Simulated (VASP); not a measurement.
# Na2Al2O (P-6m2) in VASP: notebook

Na2Al2O is run at these levels: PBE; tasks: single point, relaxation of cell and atoms.

All numbers are computed with VASP 6.6.1; they aren't measurements. Logs are shortened: lines on timing, memory, paths and dates and some standing lists are left out, and cuts for length are marked.

### Step 1. The cell of the first run

Symmetry: P-6m2, No. 187, hexagonal system. Conventional cell: a = 4.513 Å, b = 4.513 Å, c = 5.323 Å, α = 90.00°, β = 90.00°, γ = 120.00°. Within 3.0 Å of Na (site symmetry 3m) lie 1 Na at 2.26 Å and 3 O at 2.84 Å. Within 3.4 Å of Al (site symmetry -6m2) lie 3 Al at 2.61 Å and 6 Na at 3.02 Å. Al (site symmetry -6m2) has 3 Al at 2.61 Å and 2 O at 2.66 Å and 6 Na at 3.02 Å within 3.4 Å. O (site symmetry -6m2) has 2 Al at 2.66 Å and 6 Na at 2.84 Å within 3.5 Å.

### Step 2. Single point, PBE

The input, INCAR:

```
  PREC = Accurate
  ENCUT = 520
  EDIFF = 1E-6
  ISMEAR = 0
  SIGMA = 0.1
  LREAL = F
  LASPH = T
  NELM = 100
  ALGO = Normal
  ISIF = 2
  LWAVE = F
  LCHARG = F
  GGA = PE
  NBANDS = 21
```

The input, KPOINTS:

```
Automatic mesh
0
Gamma
  12 12 8
```

The input, POSCAR:

```
Na2Al2O
1.0
    4.5127028265      0.0000000000      0.0000000000
   -2.2563514133      3.9081152875      0.0000000000
    0.0000000000      0.0000000000      5.3230576866
Na Al O
2 2 1
Direct
    0.3333333333      0.6666666667      0.2876928678
    0.3333333333      0.6666666667      0.7123071322
    0.6666666667      0.3333333333      0.0000000000
    0.0000000000      0.0000000000      0.0000000000
    0.0000000000      0.0000000000      0.5000000000
```

Potentials or basis: VASP PAW PBE potentials, release 64 (Na_pv, Al, O).

On the command line:

```console
$ cat potpaw_PBE.64/Na_pv/POTCAR potpaw_PBE.64/Al/POTCAR potpaw_PBE.64/O/POTCAR > POTCAR
$ mpirun -np 1 vasp_std > vasp.out
```

OUTCAR:

```text
PREC = Accurate
   ENCUT = 520
   EDIFF = 1E-6
   ISMEAR = 0
   LREAL = F
   LASPH = T
   NELM = 100
   ISIF = 2
   GGA = PE

 ion  position               nearest neighbor table
   1  0.333  0.667  0.288-   2 2.26   3 3.02   3 3.02   4 3.02   4 3.02   4 3.02   3 3.02
   2  0.333  0.667  0.712-   1 2.26   3 3.02   3 3.02   4 3.02   4 3.02   4 3.02   3 3.02
   3  0.667  0.333  0.000-   4 2.61   4 2.61   4 2.61   2 3.02   1 3.02   2 3.02   1 3.02   1 3.02
                             2 3.02
   4  0.000  0.000  0.000-   3 2.61   3 2.61   3 2.61   5 2.66   5 2.66   1 3.02   2 3.02   1 3.02
                             2 3.02   1 3.02   2 3.02
   5  0.000  0.000  0.500-   4 2.66   4 2.66

  LATTYP: Found a hexagonal cell.
 ALAT       =     4.5127028265
 C/A-ratio  =     1.1795719531

  Lattice vectors:

 A1 = (   4.5127028265,   0.0000000000,   0.0000000000)
 A2 = (  -2.2563514133,   3.9081152875,   0.0000000000)
 A3 = (   0.0000000000,   0.0000000000,   5.3230576866)

Analysis of symmetry for initial positions (statically):
=====================================================================
 Subroutine PRICEL returns:
 Original cell was already a primitive cell.

 Routine SETGRP: Setting up the symmetry group for a
 hexagonal supercell.

 Subroutine GETGRP returns: Found 12 space group operations
 (whereof 12 operations were pure point group operations)
 out of a pool of 24 trial point group operations.

The static configuration has the point symmetry D_3h.

Analysis of symmetry for dynamics (positions and initial velocities):
=====================================================================
 Subroutine PRICEL returns:
 Original cell was already a primitive cell.

 Routine SETGRP: Setting up the symmetry group for a
 hexagonal supercell.

 Subroutine GETGRP returns: Found 12 space group operations
 (whereof 12 operations were pure point group operations)
 out of a pool of 24 trial point group operations.

The dynamic configuration has the point symmetry D_3h.

 Subroutine INISYM returns: Found 12 space group operations
 (whereof 12 operations are pure point group operations),
 and found     1 'primitive' translations

----------------------------------------------------------------------------------------

                                     Primitive cell

  volume of cell :      93.8783

  direct lattice vectors                    reciprocal lattice vectors
     4.512702826  0.000000000  0.000000000     0.221596688  0.127938907  0.000000000
    -2.256351413  3.908115287  0.000000000     0.000000000  0.255877815  0.000000000
     0.000000000  0.000000000  5.323057687     0.000000000  0.000000000  0.187861951

  length of vectors
     4.512702826  4.512702827  5.323057687     0.255877815  0.255877815  0.187861951

  position of ions in fractional coordinates (direct lattice)
     0.333333333  0.666666667  0.287692868
     0.333333333  0.666666667  0.712307132
     0.666666667  0.333333333  0.000000000
     0.000000000  0.000000000  0.000000000
     0.000000000  0.000000000  0.500000000

  ion indices of the primitive-cell ions
   primitive index   ion index
                 1           1
                 2           2
                 3           3
                 4           4
                 5           5

----------------------------------------------------------------------------------------

 KPOINTS: Automatic mesh

Automatic generation of k-mesh.
 Grid dimensions read from file:
 generate k-points for:   12   12    8

 Generating k-lattice:

  Cartesian coordinates                     Fractional coordinates (reciprocal lattice)
     0.018466391  0.010661576  0.000000000     0.083333333  0.000000000  0.000000000
     0.000000000  0.021323151  0.000000000     0.000000000  0.083333333  0.000000000
     0.000000000  0.000000000  0.023482744     0.000000000  0.000000000  0.125000000

  Length of vectors
     0.021323151  0.021323151  0.023482744

  Shift w.r.t. Gamma in fractional coordinates (k-lattice)
     0.000000000  0.000000000  0.000000000

 Subroutine IBZKPT returns following result:
 ===========================================

 Found     95 irreducible k-points:

 Following reciprocal coordinates:
            Coordinates               Weight
  0.000000  0.000000  0.000000      1.000000
  0.083333  0.000000  0.000000      6.000000
  0.166667 -0.000000  0.000000      6.000000
  0.250000  0.000000  0.000000      6.000000
  0.333333  0.000000  0.000000      6.000000
  0.416667  0.000000  0.000000      6.000000
[... 16 lines left out ...]
  0.250000  0.000000  0.125000     12.000000
  0.333333  0.000000  0.125000     12.000000
 [... further k-points ...]
   k-points           NKPTS =     95   k-points in BZ     NKDIM =     95   number of bands    NBANDS=     21
   number of dos      NEDOS =    301   number of ions     NIONS =      5
   total plane-waves  NPLWV =  51840
   dimension x,y,z NGX =    36 NGY =   36 NGZ =   40
   dimension x,y,z NGXF=    72 NGYF=   72 NGZF=   80
   ions per type =               2   2   1
   NGX,Y,Z   is equivalent  to a cutoff of  13.26, 13.26, 12.49 a.u.
   NGXF,Y,Z  is equivalent  to a cutoff of  26.52, 26.52, 24.99 a.u.
 SYSTEM =  unknown system
   PREC   = accura    normal or accurate (medium, high low for compatibility)
   ISTART =      0    job   : 0-new  1-cont  2-samecut
   ICHARG =      2    charge: 1-file 2-atom 10-const
   ISPIN  =      1    spin polarized calculation?
   LNONCOLLINEAR =      F non collinear calculations
   LSORBIT =      F    spin-orbit coupling
   LASPH  =      T    aspherical Exc in radial PAW
   ENCUT  =  520.0 eV  38.22 Ry    6.18 a.u.   8.39  8.39  9.90*2*pi/ulx,y,z
   NELM   =    100;   NELMIN=  2; NELMDL= -5     # of ELM steps
   EDIFF  = 0.1E-05   stopping-criterion for ELM
   LREAL  =      F    real-space projection
   EDIFFG = 0.1E-04   stopping-criterion for IOM
   NSW    =      0    number of steps for IOM
   IBRION =     -1    ionic relax: 0-MD 1-quasi-New 2-CG
   NFREE  =      0    steps in history (QN), initial steepest desc. (CG)
   ISIF   =      2    stress and relaxation
   ISYM   =      2    0-nonsym 1-usesym 2-fastsym
   POTIM  = 0.5000    time-step for ionic-motion
   TEBEG  =    0.0;   TEEND  =   0.0 temperature during run
   PSTRESS=    0.0 pullay stress
   NELECT =      26.0000    total number of electrons
   NUPDOWN=      -1.0000    fix difference up-down
   EMIN   =  10.00;   EMAX   =-10.00  energy-range for DOS
   EFERMI =   0.00;   METHOD = LEGACY
   ISMEAR =     0;   SIGMA  =   0.10  broadening in eV -4-tet -1-fermi 0-gaus
   EFERMI_NEDOS =   21; number of points for ismear=-14 and -15
   IALGO  =     38    algorithm
   IMIX   =      4    mixing-type and parameters
     AMIX     =   0.40;   BMIX     =  1.00
     AMIX_MAG =   1.60;   BMIX_MAG =  1.00
  volume/ion in A,a.u.               =      18.78       126.70
  Fermi-wavevector in a.u.,A,eV,Ry     =   1.067114  2.016553 15.493396  1.138732
  Thomas-Fermi vector in A             =   2.202720
   LORBIT       =      0    0 simple, 1 ext, 2 COOP (PROOUT), +10 PAW based schemes
   GGA     = PE    functional components
   LHFCALC =     F    Hartree Fock is set to
   AEXX    =    0.0000 exact exchange contribution
   IVDW    =     0    specifies the selected vdW correction
   LEPSILON=     F    determine dielectric tensor
   LRPA    =     F    only Hartree local field effects (RPA)
 non-spin polarized calculation
 Gauss-broadening in eV      SIGMA  =   0.10
  energy-cutoff  :      520.00
  volume of cell :       93.88
 maximum number of plane-waves:      2568
 NGX is ok and might be reduce to    36
   NGX = 17   NGY = 17   NGZ = 19

 number of electron      25.9999998 magnetization

 Free energy of the ion-electron system (eV)
  ---------------------------------------------------
  ext. energy  EPLUGINS =         0.00000000
  ---------------------------------------------------
  free energy    TOTEN  =       -15.54573898 eV

  energy without entropy =      -15.54003042  energy(sigma->0) =      -15.54288470

 E-fermi :   3.0747     XC(G=0):  -8.6891

 val. band max:        3.0657483604   @ k =   0.0833   0.0000   0.1250
 cond. band min:       3.0842500865   @ k =   0.2500   0.0000   0.3750
 fundamental gap:      0.0185017262
 Fermi energy:         3.0747043015

 k-point     1 :       0.0000    0.0000    0.0000
  band No.  band energies     occupation
      1     -21.8801      2.00000
      2     -21.4285      2.00000
      3     -21.4285      2.00000
      4     -21.3286      2.00000
      5     -21.3286      2.00000
      6     -21.2129      2.00000
[... 13 lines left out ...]
     20      10.3930      0.00000
     21      10.3930      0.00000

 k-point     2 :       0.0833    0.0000    0.0000
  band No.  band energies     occupation
      1     -21.8800      2.00000
      2     -21.4290      2.00000
      3     -21.4286      2.00000
      4     -21.3289      2.00000
      5     -21.3287      2.00000
      6     -21.2128      2.00000
[... 13 lines left out ...]
     20       9.6984      0.00000
     21      10.2267      0.00000

 k-point     3 :       0.1667   -0.0000    0.0000
  band No.  band energies     occupation
      1     -21.8797      2.00000
      2     -21.4304      2.00000
      3     -21.4288      2.00000
      4     -21.3295      2.00000
      5     -21.3289      2.00000
      6     -21.2128      2.00000
[... 13 lines left out ...]
     20       9.8901      0.00000
     21      10.1983      0.00000
[... 457 lines left out ...]
 k-point    23 :       0.2500    0.0000    0.1250
  band No.  band energies     occupation
      1     -21.8707      2.00000
      2     -21.4310      2.00000
      3     -21.4280      2.00000
      4     -21.3317      2.00000
      5     -21.3303      2.00000
      6     -21.2221      2.00000
[... 13 lines left out ...]
     20       9.5590      0.00000
     21      10.4024      0.00000

 k-point    24 :       0.3333    0.0000    0.1250
  band No.  band energies     occupation
      1     -21.8704      2.00000
      2     -21.4328      2.00000
      3     -21.4284      2.00000
      4     -21.3326      2.00000
      5     -21.3305      2.00000
      6     -21.2220      2.00000
[... 13 lines left out ...]
     20       9.5571      0.00000
     21      10.3181      0.00000

 [... further k-points ...]
[... 5 lines left out ...]
  --------------------------------------------------------------------------------------
  -------------------------------------------------------------------------------------
  Total       -0.0082511     -0.0082511      0.0080054      0.0000000      0.0000000      0.0000000
  in kB       -0.1408184     -0.1408184      0.1366245      0.0000000      0.0000000      0.0000000
  external PRESSURE =      -0.0483374 kB  Pullay stress =       0.0000000 kB

 VOLUME and BASIS-vectors are now :
 -----------------------------------------------------------------------------
  energy-cutoff  :      520.00
  volume of cell :       93.88
      direct lattice vectors                 reciprocal lattice vectors
     4.512702826  0.000000000  0.000000000     0.221596688  0.127938907  0.000000000
    -2.256351413  3.908115287  0.000000000     0.000000000  0.255877815  0.000000000
     0.000000000  0.000000000  5.323057687     0.000000000  0.000000000  0.187861951

 POSITION                                       TOTAL-FORCE (eV/Angst)
 -----------------------------------------------------------------------------------
     -0.00000      2.60541      1.53141        -0.000000      0.000000     -0.006093
     -0.00000      2.60541      3.79165        -0.000000      0.000000      0.006093
      2.25635      1.30271      0.00000         0.000000     -0.000000      0.000000
      0.00000      0.00000      0.00000         0.000000     -0.000000      0.000000
      0.00000      0.00000      2.66153         0.000000     -0.000000      0.000000
 -----------------------------------------------------------------------------------
    total drift:                               -0.000000      0.000000     -0.000000

  FREE ENERGIE OF THE ION-ELECTRON SYSTEM (eV)
  ---------------------------------------------------
  free  energy   TOTEN  =       -15.5457389762 eV

  energy  without entropy=      -15.5400304152  energy(sigma->0) =      -15.54288470
```

It took 4 min on 1 thread of AMD EPYC 7R13 (Zen 3), shared host; peak memory 0.29 GiB.

What came out:

```yaml
Free_energy: -15.5457 eV
Pressure: 0.0 GPa
Largest_force: 0.006 eV/Å
Band_gap_on_the_k_mesh: zero (band 13 reaches 3.61 eV, above the bottom of band 14 at 2.60 eV)
```

Forces on the atoms (eV/Å):
```
Na   0.000  0.000 -0.006
Na   0.000  0.000  0.006
Al   0.000  0.000  0.000
Al   0.000  0.000  0.000
O    0.000  0.000  0.000
```

### Step 3. Relaxation of cell and atoms, PBE

The input, INCAR:

```
PREC = Accurate
ENCUT = 600
EDIFF = 1E-6
ISMEAR = 0
SIGMA = 0.1
LREAL = F
LASPH = T
NELM = 100
ALGO = Normal
ISIF = 3
LWAVE = F
LCHARG = F
GGA = PE
IBRION = 2
NSW = 100
EDIFFG = -0.01
```

The input, KPOINTS:

```
regular mesh
0
Gamma
  12 12 8
```

The input, POSCAR:

```
Na2Al2O
1.0
    4.4972567411      0.0000000000      0.0000000000
   -2.2486283706      3.8947385852      0.0000000000
    0.0000000000      0.0000000000      5.3619406560
Na Al O
2 2 1
Direct
    0.3333333333      0.6666666667      0.2886314983
    0.3333333333      0.6666666667      0.7113685017
    0.6666666667      0.3333333333      0.0000000000
    0.0000000000      0.0000000000      0.0000000000
    0.0000000000      0.0000000000      0.5000000000
```

Potentials or basis: VASP PAW PBE potentials, release 64 (Na_pv, Al, O).

On the command line:

```console
$ cat potpaw_PBE.64/Na_pv/POTCAR potpaw_PBE.64/Al/POTCAR potpaw_PBE.64/O/POTCAR > POTCAR
$ mpirun -np 1 vasp_std > vasp.out
```

Wall time 13 min (1 thread of AMD EPYC 7R13 (Zen 3), shared host); peak memory 0.33 GiB.

Results (log left out):

| Quantity | Value |
| --- | --- |
| Free energy | -15.5469 eV |
| Relaxed volume | 18.73 Å³/atom |
| Relaxed cell | a = 4.512 Å, b = 4.512 Å, c = 5.312 Å, α = 90.00°, β = 90.00°, γ = 120.00° |
| Space group after relaxing (to 0.05 Å) | P-6m2 (No. 187) |
| Energy gained by relaxing | 0.1 meV/atom |
| Ionic steps | 8 |
| Pressure after relaxing | 0.0 GPa |
| Largest force after relaxing | 0.005 eV/Å |
| Band gap on the k mesh | zero (band 13 reaches 3.63 eV, above the bottom of band 14 at 2.62 eV) |

Forces in eV/Å, atoms in the order of the input:
```
Na   0.000  0.000 -0.005
Na   0.000  0.000  0.005
Al   0.000  0.000  0.000
Al   0.000  0.000  0.000
O    0.000  0.000  0.000
```

Step by step:
| step | energy change (eV) | largest force (eV/Å) | pressure (GPa) | volume (Å³) |
| --- | --- | --- | --- | --- |
| 1 | 0.0000 | 0.0098 | 0.10 | 93.92 |
| 2 | -0.0002 | 0.0068 | -0.01 | 94.08 |
| 3 | -0.0002 | 0.0148 | -0.08 | 94.15 |
| 4 | -0.0002 | 0.0132 | -0.04 | 94.14 |
| 5 | -0.0002 | 0.0144 | -0.04 | 94.14 |
| 6 | -0.0003 | 0.0131 | -0.04 | 94.10 |
| 7 | -0.0005 | 0.0106 | -0.04 | 93.95 |
| 8 | -0.0005 | 0.0050 | 0.00 | 93.67 |

Final structure:
```
Na Al O
1.0
     4.51218    0.00000    0.00000
    -2.25609    3.90766    0.00000
     0.00000    0.00000    5.31230
Na Al O
2 2 1
Direct
  0.33333 0.66667 0.28750
  0.33333 0.66667 0.71250
  0.66667 0.33333 0.00000
  0.00000 0.00000 0.00000
  0.00000 0.00000 0.50000
```

Levels at points of the mesh, in eV from the Fermi level:
| k point | band 9 | band 10 | band 11 | band 12 | band 13 | band 14 | band 15 | band 16 | band 17 |
| --- | --- | --- | --- | --- | --- | --- | --- | --- | --- |
| (0.00, 0.00, 0.00) | -3.23 | -1.73 | -1.73 | 0.54 | 0.54 | 1.23 | 1.79 | 2.46 | 2.46 |
| (0.50, 0.00, 0.00) | -4.66 | -2.76 | -2.11 | -1.62 | -0.38 | 0.92 | 1.11 | 3.96 | 5.02 |
| (0.00, 0.00, 0.50) | -1.75 | -1.54 | -1.54 | -1.46 | 0.23 | 0.23 | 2.43 | 2.43 | 2.96 |
| (0.50, 0.00, 0.50) | -4.72 | -2.52 | -1.68 | -1.24 | -1.04 | 0.70 | 1.46 | 2.27 | 5.37 |
